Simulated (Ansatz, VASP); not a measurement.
# TiO2 in VASP and in Ansatz

Contents of INCAR:

```
PREC = Accurate
ENCUT = 520
EDIFF = 1E-6
ISMEAR = 0
SIGMA = 0.01
LREAL = F
LASPH = T
NELM = 60
ALGO = Normal
ISIF = 2
LWAVE = F
LCHARG = F
GGA = PE
NBANDS = 33
```

File KPOINTS:

```
Automatic mesh
0
Gamma
  4 4 8
```

The input POSCAR:

```
TiO2
1.0
    4.6892778162      0.0000000000      0.0000000000
    0.0000000000      4.6892778162      0.0000000000
    0.0000000000      0.0000000000      2.9934255120
Ti O
2 4
Direct
    0.0000000000      0.0000000000      0.0000000000
    0.5000000000      0.5000000000      0.5000000000
    0.3051320931      0.3051320931      0.0000000000
    0.1948679069      0.8051320931      0.5000000000
    0.8051320931      0.1948679069      0.5000000000
    0.6948679069      0.6948679069      0.0000000000
```

Input for Ansatz:

```yaml
crystal:
  lattice:
    - [4.6892778162, 0.0, 0.0]
    - [0.0, 4.6892778162, 0.0]
    - [0.0, 0.0, 2.993425512]
  atoms:
    - { symbol: Ti, position: [0.0, 0.0, 0.0] }
    - { symbol: Ti, position: [0.5, 0.5, 0.5] }
    - { symbol: O, position: [0.3051320931, 0.3051320931, 0.0] }
    - { symbol: O, position: [0.1948679069, 0.8051320931, 0.5] }
    - { symbol: O, position: [0.8051320931, 0.1948679069, 0.5] }
    - { symbol: O, position: [0.6948679069, 0.6948679069, 0.0] }
kpoints:
  mp_grid: { grid: [4, 4, 8] }
hamiltonian:
  xc: pbe
scf:
  occupations: { method: fixed }
  n_extra_bands: 5
output:
  forces: true
  stress: true
  eigenvalues: true
```

Alike in both runs: task single point; functional PBE; k mesh 4 × 4 × 8; no spin polarisation.

|  | VASP | Ansatz |
| --- | --- | --- |
| version | VASP 6.6.1 | Ansatz 0.2.0 |
| potentials or method | VASP PAW PBE potentials, release 64 (Ti_sv, O) | plane waves, PAW |
| plane-wave cutoff (eV) | 520 | 420 |
| occupations | gaussian, width 0.01 eV | fixed |
| valence electrons in the cell | 48 | 48 |

|  | VASP | Ansatz | Ansatz less VASP |
| --- | --- | --- | --- |
| gap on the k mesh at the Fermi level (eV) | 1.76 | 1.79 | +0.022 |
| pressure (GPa) | -5.7 | -6.3 | -0.65 |
| traceless stress, the component that is largest in VASP (GPa) | -0.99 | -1.21 | -0.222 |
| rms of the force components (eV/Å) | 0.057 | 0.070 | +0.0128 |

Atom by atom the forces differ by 0.013 eV/Å (rms over components).
